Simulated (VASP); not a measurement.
# CoO (Fm-3m) in VASP: notebook, part 2 of 2

VASP 6.6.1.

**4. Single point, PBE, collinear spin, ferromagnetic start (9.87 Å³/atom)**

This run uses another cell than the first one, of 9.87 Å³/atom.

INCAR

```
PREC = Accurate
ENCUT = 520
EDIFF = 1E-7
ISMEAR = 0
SIGMA = 0.1
LREAL = False
LASPH = True
NELM = 150
ALGO = Normal
ISIF = 2
LWAVE = False
LCHARG = True
ISPIN = 2
MAGMOM = 2.74 0.35
LORBIT = 11
LMAXMIX = 4
GGA = PE
LELF = True
LVHAR = True
NBANDS = 18
```

KPOINTS

```
regular mesh
0
Gamma
  16 16 16
```

POSCAR

```
CoO
1.0
    0.0000000000      2.1451891821      2.1451891821
    2.1451891821      0.0000000000      2.1451891821
    2.1451891821      2.1451891821      0.0000000000
Co O
1 1
Direct
    0.0000000000      0.0000000000      0.0000000000
    0.5000000000      0.5000000000      0.5000000000
```

Launch:

```console
$ cat potpaw_PBE.64/Co/POTCAR potpaw_PBE.64/O/POTCAR > POTCAR
$ mpirun -np 1 vasp_std > vasp.out
```

It took 54 s on 1 thread of Intel Xeon Platinum 8559C (Emerald Rapids), shared host; peak memory 0.2 GiB.

It converged, with:

```yaml
Free_energy: -13.0463 eV
Pressure: -5.3 GPa
Band_gap_on_the_k_mesh: zero (filled and empty bands overlap)
Net_moment: 2.96 μB per cell
Site_moments: Co +2.60; O +0.31 μB
Valence_electrons_inside_the_program's_atomic_spheres: Co 7.76; O 4.97
```

Levels at points of the mesh, in eV from the Fermi level:
Spin up:
```tsv
k point	band 7	band 8	band 9	band 10	band 11	band 12
(0.00, 0.00, 0.00)	-3.01	-3.01	-3.01	0.90	16.80	17.98
(0.50, 0.00, 0.00)	-1.83	0.05	0.05	5.04	9.15	13.31
(0.50, 0.50, 0.00)	-2.47	-2.10	-2.10	5.73	9.70	11.59
```
Spin down:
```
           k point  band 2  band 3  band 4  band 5  band 6  band 7  band 8  band 9  band 10  band 11
(0.00, 0.00, 0.00)   -2.43   -2.43   -2.43   -1.05   -1.05   -1.05    0.10    0.10     1.45    16.70
(0.50, 0.00, 0.00)   -7.35   -4.45   -4.45   -0.12   -0.12    0.18    2.66    2.66     5.32     9.95
(0.50, 0.50, 0.00)   -6.18   -3.66   -3.66   -2.12    0.12    0.12    0.55    0.97     6.59    10.18
```

Caveat: the cell stands under tension; a cell with one magnetic atom can't hold antiferromagnetic order, which such compounds often take; semilocal functionals often make such compounds metallic where correlation or magnetic order opens a gap, which also shifts bond lengths. With open d or f shells a metallic result of PBE can be an artefact of self-interaction; +U or a hybrid may open a gap.

**5. Single point, PBE, collinear spin, ferromagnetic start (10.16 Å³/atom)**

This run uses another cell than the first one, of 10.16 Å³/atom.

Changes to INCAR since step 4:

```diff
@@ -11,3 +11,3 @@
 LWAVE = False
-LCHARG = True
+LCHARG = False
 ISPIN = 2
@@ -17,4 +17,2 @@
 GGA = PE
-LELF = True
-LVHAR = True
 NBANDS = 18
```

KPOINTS

```
Automatic mesh
0
Gamma
  16 16 16
```

POSCAR

```
CoO
1.0
    0.0000000000      2.1658172666      2.1658172666
    2.1658172666      0.0000000000      2.1658172666
    2.1658172666      2.1658172666      0.0000000000
Co O
1 1
Direct
    0.0000000000      0.0000000000      0.0000000000
    0.5000000000      0.5000000000      0.5000000000
```

Potentials or basis: VASP PAW PBE potentials, release 64 (Co, O).

Launch:

```console
$ cat potpaw_PBE.64/Co/POTCAR potpaw_PBE.64/O/POTCAR > POTCAR
$ mpirun -np 1 vasp_std > vasp.out
```

OUTCAR:

```text
PREC = Accurate
   ENCUT = 520
   EDIFF = 1E-7
   ISMEAR = 0
   LREAL = False
   LASPH = True
   NELM = 150
   ISIF = 2
   ISPIN = 2
   LORBIT = 11
   GGA = PE

 ion  position               nearest neighbor table
   1  0.000  0.000  0.000-   2 2.17   2 2.17   2 2.17   2 2.17   2 2.17   2 2.17
   2  0.500  0.500  0.500-   1 2.17   1 2.17   1 2.17   1 2.17   1 2.17   1 2.17

  LATTYP: Found a face centered cubic cell.
 ALAT       =     4.3316345332

  Lattice vectors:

 A1 = (   0.0000000000,   2.1658172666,   2.1658172666)
 A2 = (   2.1658172666,   0.0000000000,   2.1658172666)
 A3 = (   2.1658172666,   2.1658172666,   0.0000000000)

[... 1221 lines left out ...]
 VOLUME and BASIS-vectors are now :
 -----------------------------------------------------------------------------
  energy-cutoff  :      520.00
  volume of cell :       20.32
      direct lattice vectors                 reciprocal lattice vectors
     0.000000000  2.165817267  2.165817267    -0.230859735  0.230859735  0.230859735
     2.165817267  0.000000000  2.165817267     0.230859735 -0.230859735  0.230859735
     2.165817267  2.165817267  0.000000000     0.230859735  0.230859735 -0.230859735

 POSITION                                       TOTAL-FORCE (eV/Angst)
 -----------------------------------------------------------------------------------
      0.00000      0.00000      0.00000        -0.000000     -0.000000     -0.000000
      2.16582      2.16582      2.16582         0.000000      0.000000      0.000000
 -----------------------------------------------------------------------------------
    total drift:                                0.000000     -0.000000     -0.000000

  FREE ENERGIE OF THE ION-ELECTRON SYSTEM (eV)
  ---------------------------------------------------
  free  energy   TOTEN  =       -13.0201844952 eV

  energy  without entropy=      -12.9987607439  energy(sigma->0) =      -13.00947262

 total charge

# of ion       s       p       d       tot
------------------------------------------
    1        0.281   0.324   7.106   7.712
    2        1.556   3.401   0.000   4.957
--------------------------------------------------
tot          1.837   3.725   7.106  12.668

 magnetization (x)

# of ion       s       p       d       tot
------------------------------------------
    1        0.020   0.016   2.579   2.615
    2        0.027   0.290   0.000   0.317
--------------------------------------------------
tot          0.047   0.307   2.579   2.933
```

stdout:

```text
POSCAR found type information on POSCAR CoO
 POSCAR found :  2 types and       2 ions
 scaLAPACK will be used
 LDA part: xc-table for (Slater+PW92), standard interpolation
 POSCAR, INCAR and KPOINTS ok, starting setup
 FFT: planning ... GRIDC
 FFT: planning ... GRID_SOFT
 FFT: planning ... GRID
 WAVECAR not read
 entering main loop
```

Wall time 50 s (1 thread of Intel Xeon Platinum 8559C (Emerald Rapids), shared host); peak memory 0.2 GiB.

Results:

```
Free energy                                           : -13.0202 eV
Pressure                                              : -9.5 GPa
Band gap on the k mesh                                : zero (filled and empty bands overlap)
Net moment                                            : 2.99 μB per cell
Site moments                                          : Co +2.62; O +0.32 μB
Valence electrons inside the program's atomic spheres : Co 7.71; O 4.96
```

Caveat: the cell stands under tension; a cell with one magnetic atom can't hold antiferromagnetic order, which such compounds often take; semilocal functionals often make such compounds metallic where correlation or magnetic order opens a gap, which also shifts bond lengths. With open d or f shells a metallic result of PBE can be an artefact of self-interaction; +U or a hybrid may open a gap.

**6. Summary**

```csv
cell,gap on the mesh (eV),pressure (GPa),moment (μB)
"a = 2.943 Å, angles 60.0°, 2 atoms",none,9.8,2.62
"a = 2.974 Å, angles 60.0°, 2 atoms",none,4.3,2.76
"a = 3.034 Å, angles 60.0°, 2 atoms",none,-5.3,2.96
"a = 3.063 Å, angles 60.0°, 2 atoms",none,-9.5,2.99
```

Alike in all rows: task single point; level PBE; potentials or basis VASP PAW PBE potentials, release 64 (Co, O); spin collinear, ferromagnetic start; k mesh 16 × 16 × 16; cutoff (eV) 520; smearing gaussian 0.1 eV.

Caveats: a cell with one magnetic atom can't hold antiferromagnetic order, which such compounds often take; semilocal functionals often make such compounds metallic where correlation or magnetic order opens a gap, which also shifts bond lengths; the cell stands under pressure (at least some runs); the cell stands under tension (at least some runs).

Absolute energies hang on the potentials; compare differences alone.
